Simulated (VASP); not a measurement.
# Ru (P6_3/mmc) in VASP: further runs, part 2 of 2

VASP 6.6.1. The steps go on from the part before.

### Step 3. Single point, PBEsol (13.32 Å³/atom)

Contents of INCAR:

```
PREC = Accurate
ENCUT = 520
EDIFF = 1E-6
ISMEAR = -1
SIGMA = 0.08
LREAL = F
LASPH = T
NELM = 100
ALGO = Normal
ISIF = 2
LWAVE = F
LCHARG = F
GGA = PS
NBANDS = 21
```

Contents of KPOINTS:

```
Automatic mesh
0
Gamma
  18 18 10
```

Contents of POSCAR:

```
Ru
1.0
    2.6902825050      0.0000000000      0.0000000000
   -1.3451412525      2.3298529927      0.0000000000
    0.0000000000      0.0000000000      4.2511266246
Ru
2
Direct
    0.3333333333      0.6666666667      0.2500000000
    0.6666666667      0.3333333333      0.7500000000
```

Potentials or basis: VASP PAW PBE potentials, release 64 (Ru_pv).

Command:

```bash
> cat potpaw_PBE.64/Ru_pv/POTCAR > POTCAR
> mpirun -np 1 vasp_std > vasp.out
```

OUTCAR:

```text
PREC = Accurate
   ENCUT = 520
   EDIFF = 1E-6
   ISMEAR = -1
   LREAL = F
   LASPH = T
   NELM = 100
   ISIF = 2
   GGA = PS

 ion  position               nearest neighbor table
   1  0.333  0.667  0.250-   2 2.63   2 2.63   2 2.63   2 2.63   2 2.63   2 2.63
   2  0.667  0.333  0.750-   1 2.63   1 2.63   1 2.63   1 2.63   1 2.63   1 2.63

  LATTYP: Found a hexagonal cell.
 ALAT       =     2.6902825050
 C/A-ratio  =     1.5801785191

  Lattice vectors:

 A1 = (   2.6902825050,   0.0000000000,   0.0000000000)
 A2 = (  -1.3451412525,   2.3298529927,   0.0000000000)
 A3 = (   0.0000000000,   0.0000000000,   4.2511266246)

Analysis of symmetry for initial positions (statically):
=====================================================================
 Subroutine PRICEL returns:
 Original cell was already a primitive cell.

 Routine SETGRP: Setting up the symmetry group for a
 hexagonal supercell.

 Subroutine GETGRP returns: Found 24 space group operations
 (whereof 12 operations were pure point group operations)
 out of a pool of 24 trial point group operations.

The static configuration has the point symmetry D_3d.
 The point group associated with its full space group is D_6h.

Analysis of symmetry for dynamics (positions and initial velocities):
=====================================================================
 Subroutine PRICEL returns:
 Original cell was already a primitive cell.

 Routine SETGRP: Setting up the symmetry group for a
 hexagonal supercell.

 Subroutine GETGRP returns: Found 24 space group operations
 (whereof 12 operations were pure point group operations)
 out of a pool of 24 trial point group operations.

The dynamic configuration has the point symmetry D_3d.
 The point group associated with its full space group is D_6h.

 Subroutine INISYM returns: Found 24 space group operations
 (whereof 12 operations are pure point group operations),
 and found     1 'primitive' translations
[... 103 lines left out ...]
   POTIM  = 0.5000    time-step for ionic-motion
   TEBEG  =    0.0;   TEEND  =   0.0 temperature during run
   PSTRESS=    0.0 pullay stress
   NELECT =      28.0000    total number of electrons
   NUPDOWN=      -1.0000    fix difference up-down
   EMIN   =  10.00;   EMAX   =-10.00  energy-range for DOS
   EFERMI =   0.00;   METHOD = LEGACY
   ISMEAR =    -1;   SIGMA  =   0.08  broadening in eV -4-tet -1-fermi 0-gaus
   EFERMI_NEDOS =   21; number of points for ismear=-14 and -15
   IALGO  =     38    algorithm
   IMIX   =      4    mixing-type and parameters
     AMIX     =   0.40;   BMIX     =  1.00
     AMIX_MAG =   1.60;   BMIX_MAG =  1.00
  volume/ion in A,a.u.               =      13.32        89.91
  Fermi-wavevector in a.u.,A,eV,Ry     =   1.664373  3.145209 37.690014  2.770138
  Thomas-Fermi vector in A             =   2.750928
   LORBIT       =      0    0 simple, 1 ext, 2 COOP (PROOUT), +10 PAW based schemes
   GGA     = PS    functional components
   LHFCALC =     F    Hartree Fock is set to
   AEXX    =    0.0000 exact exchange contribution
   IVDW    =     0    specifies the selected vdW correction
   LEPSILON=     F    determine dielectric tensor
   LRPA    =     F    only Hartree local field effects (RPA)
 non-spin polarized calculation
  energy-cutoff  :      520.00
  volume of cell :       26.65
 maximum number of plane-waves:       738
 NGX is ok and might be reduce to    20
   NGX =  9   NGY =  9   NGZ = 15

 number of electron      27.9999997 magnetization

 Free energy of the ion-electron system (eV)
  ---------------------------------------------------
  ext. energy  EPLUGINS =         0.00000000
  ---------------------------------------------------
  free energy    TOTEN  =       -20.35846909 eV

  energy without entropy =      -20.32410968  energy(sigma->0) =      -20.34128938

 E-fermi :  13.0512     XC(G=0): -14.3976

 val. band max:       13.0406741336   @ k =   0.4444   0.1111   0.5000
 cond. band min:      13.0629049197   @ k =   0.2222   0.1111   0.1000
 fundamental gap:      0.0222307860
 Fermi energy:        13.0511951615

 k-point     1 :       0.0000    0.0000    0.0000
  band No.  band energies     occupation
      1     -30.6289      2.00000
      2     -29.6290      2.00000
      3     -29.6290      2.00000
      4     -29.4462      2.00000
      5     -29.4462      2.00000
      6     -29.4011      2.00000
[... 565 lines left out ...]
     20      23.3067      0.00000
     21      24.3385      0.00000

 [... further k-points ...]
[... 5 lines left out ...]
  --------------------------------------------------------------------------------------
  -------------------------------------------------------------------------------------
  Total       -0.0026046     -0.0026046     -0.0000228      0.0000000      0.0000000      0.0000000
  in kB       -0.1566100     -0.1566100     -0.0013706      0.0000000      0.0000000      0.0000000
  external PRESSURE =      -0.1048635 kB  Pullay stress =       0.0000000 kB

 VOLUME and BASIS-vectors are now :
 -----------------------------------------------------------------------------
  energy-cutoff  :      520.00
  volume of cell :       26.65
      direct lattice vectors                 reciprocal lattice vectors
     2.690282505  0.000000000  0.000000000     0.371708175  0.214605815  0.000000000
    -1.345141252  2.329852993  0.000000000     0.000000000  0.429211630  0.000000000
     0.000000000  0.000000000  4.251126625     0.000000000  0.000000000  0.235231760

 POSITION                                       TOTAL-FORCE (eV/Angst)
 -----------------------------------------------------------------------------------
     -0.00000      1.55324      1.06278        -0.000000      0.000000      0.000000
      1.34514      0.77662      3.18834         0.000000     -0.000000      0.000000
 -----------------------------------------------------------------------------------
    total drift:                               -0.000000      0.000000     -0.000000

  FREE ENERGIE OF THE ION-ELECTRON SYSTEM (eV)
  ---------------------------------------------------
  free  energy   TOTEN  =       -20.3584690869 eV

  energy  without entropy=      -20.3241096759  energy(sigma->0) =      -20.34128938
```

stdout:

```text
POSCAR found type information on POSCAR Ru
 POSCAR found :  1 types and       2 ions
 scaLAPACK will be used
 -----------------------------------------------------------------------------
|                                                                             |
|                                                                             |
|     You enforced a specific xc type in the INCAR file but a different       |
|     I HOPE YOU KNOW WHAT YOU ARE DOING!                                     |
|                                                                             |
 -----------------------------------------------------------------------------

 LDA part: xc-table for (Slater+PW92), standard interpolation
 POSCAR, INCAR and KPOINTS ok, starting setup
 FFT: planning ... GRIDC
 FFT: planning ... GRID_SOFT
 FFT: planning ... GRID
 WAVECAR not read
 entering main loop
```

Run time: 33 s. Hardware: 1 thread of Intel Xeon 6975P-C (Granite Rapids), shared host; peak memory 0.21 GiB.

What came out:

| Quantity | Value |
| --- | --- |
| Free energy | -20.3585 eV |
| Pressure | 0.0 GPa |
| Band gap on the k mesh | zero (bands 14 and 15 overlap by 3.22 eV) |

Caveat: the PAW data sets were made with another functional, which shifts forces and pressure a little.

### Step 4. Relaxation of shape and atoms at fixed volume, PBEsol

This run uses another cell than the first one, of 5.33 Å³/atom.

Contents of INCAR:

```
SYSTEM = Ru
ALGO     = Normal         ! electronic algorithm
EDIFF    = 1E-7           ! SCF threshold, eV
EDIFFG   = -0.005         ! ionic threshold
ENCUT    = 600            ! plane-wave cutoff, eV
GGA      = PS             ! functional
IBRION   = 2              ! ionic algorithm
ISIF     = 4              ! what is computed and relaxed
ISMEAR   = -1             ! smearing method
LASPH    = .TRUE.         ! aspherical terms in the spheres
LCHARG   = .FALSE.        ! write CHGCAR
LREAL    = .FALSE.        ! projectors in reciprocal space
LWAVE    = .FALSE.        ! write WAVECAR
NELM     = 100            ! most SCF steps
NSW      = 50             ! ionic steps
PREC     = Accurate       ! precision mode
SIGMA    = 0.08           ! smearing width, eV
```

Contents of KPOINTS:

```
k-points
0
G
  18 18 10
  0 0 0
```

Contents of POSCAR:

```
Ru
1.0
    1.9822170978      0.0000000000      0.0000000000
   -0.9911085489      1.7166503625      0.0000000000
    0.0000000000      0.0000000000      3.1322568779
Ru
2
Direct
    0.3333333333      0.6666666667      0.2500000000
    0.6666666667      0.3333333333      0.7500000000
```

Potentials or basis: VASP PAW PBE potentials, release 64 (Ru_pv).

Command:

```bash
> cat potpaw_PBE.64/Ru_pv/POTCAR > POTCAR
> mpirun -np 1 vasp_std > vasp.out
```

OUTCAR:

```text
SYSTEM = Ru
   EDIFF = 1E-7
   EDIFFG = -0.005
   ENCUT = 600
   GGA = PS
   IBRION = 2
   ISIF = 4
   ISMEAR = -1
   LASPH = .TRUE.
   LREAL = .FALSE.
   NELM = 100
   NSW = 50
   PREC = Accurate

 ion  position               nearest neighbor table
   1  0.333  0.667  0.250-   2 1.94   2 1.94   2 1.94   2 1.94   2 1.94   2 1.94   2 2.77   2 2.77
                             2 2.77   2 2.77   2 2.77   2 2.77
   2  0.667  0.333  0.750-   1 1.94   1 1.94   1 1.94   1 1.94   1 1.94   1 1.94   1 2.77   1 2.77
                             1 2.77   1 2.77   1 2.77   1 2.77

  LATTYP: Found a hexagonal cell.
 ALAT       =     1.9822170978
 C/A-ratio  =     1.5801785190

  Lattice vectors:

 A1 = (   1.9822170978,   0.0000000000,   0.0000000000)
 A2 = (  -0.9911085489,   1.7166503625,   0.0000000000)
[... 397 lines left out ...]
 Free energy of the ion-electron system (eV)
  ---------------------------------------------------
  ext. energy  EPLUGINS =         0.00000000
  ---------------------------------------------------
  free energy    TOTEN  =        33.74395456 eV

  energy without entropy =       33.75216609  energy(sigma->0) =       33.74806032

 E-fermi :  39.5188     XC(G=0): -20.8354

 val. band max:       39.4590806428   @ k =   0.2222  -0.0000   0.5000
 cond. band min:      39.6283071324   @ k =   0.0556   0.0000   0.4000
 fundamental gap:      0.1692264896
 Fermi energy:        39.5188269538

 k-point     1 :       0.0000    0.0000    0.0000
  band No.  band energies     occupation
      1     -17.2171      2.00000
      2      -4.9486      2.00000
      3      -4.9486      2.00000
      4      -3.0647      2.00000
      5      -3.0647      2.00000
      6      -2.8943      2.00000
[... 481 lines left out ...]
      5      -7.1149      2.00000
      6      -5.8715      2.00000
[... 10 lines left out ...]
     17      48.4030      0.00000
     18      48.4617      0.00000

 [... further k-points ...]
[... 5 lines left out ...]
  --------------------------------------------------------------------------------------
  -------------------------------------------------------------------------------------
  Total      159.7056249    159.7056248    159.7054726      0.0000000     -0.0000000      0.0000000
  in kB    24007.1361657  24007.1361648  24007.1132753      0.0000000     -0.0000000      0.0000000
  external PRESSURE =   24007.1285353 kB  Pullay stress =       0.0000000 kB
[... 17 lines left out ...]
  FREE ENERGIE OF THE ION-ELECTRON SYSTEM (eV)
  ---------------------------------------------------
  free  energy   TOTEN  =        33.7439545602 eV

  energy  without entropy=       33.7521660870  energy(sigma->0) =       33.74806032

 reached required accuracy - stopping structural energy minimisation
```

OSZICAR:

```text
N       E                     dE             d eps       ncg     rms          rms(c)
DAV:   1     0.343320985639E+03    0.34332E+03   -0.18716E+04  8056   0.218E+03
DAV:   2     0.389616072854E+02   -0.30436E+03   -0.29810E+03  8134   0.583E+02
DAV:   3     0.323247946291E+02   -0.66368E+01   -0.65903E+01  8600   0.916E+01
[... 62 lines left out ...]
DAV:   2     0.337434854298E+02    0.13864E-02   -0.27995E-03  8240   0.649E-01    0.208E-01
DAV:   3     0.337439590662E+02    0.47364E-03   -0.13323E-03  8828   0.370E-01    0.329E-02
DAV:   4     0.337439547730E+02   -0.42931E-05   -0.65334E-05  8326   0.101E-01    0.141E-02
DAV:   5     0.337439545222E+02   -0.25086E-06   -0.87852E-07  9044   0.960E-03    0.427E-03
DAV:   6     0.337439545602E+02    0.38002E-07   -0.42522E-08  4772   0.259E-03
   7 F= 0.33743955E+02 E0= 0.33748060E+02  d E =-.275372E-04
```

Run time: 70 s. Hardware: 1 thread of Intel Xeon 6975P-C (Granite Rapids), shared host; peak memory 0.16 GiB.

The run converged, but its numbers aren't listed here, since they failed a check.

Caveat: atoms lie so close that the PAW spheres overlap strongly, which falsifies energies and pressures; the PAW data sets were made with another functional, which shifts forces and pressure a little.

The gap in the log of VASP goes by the Fermi energy; the results here count the filled bands.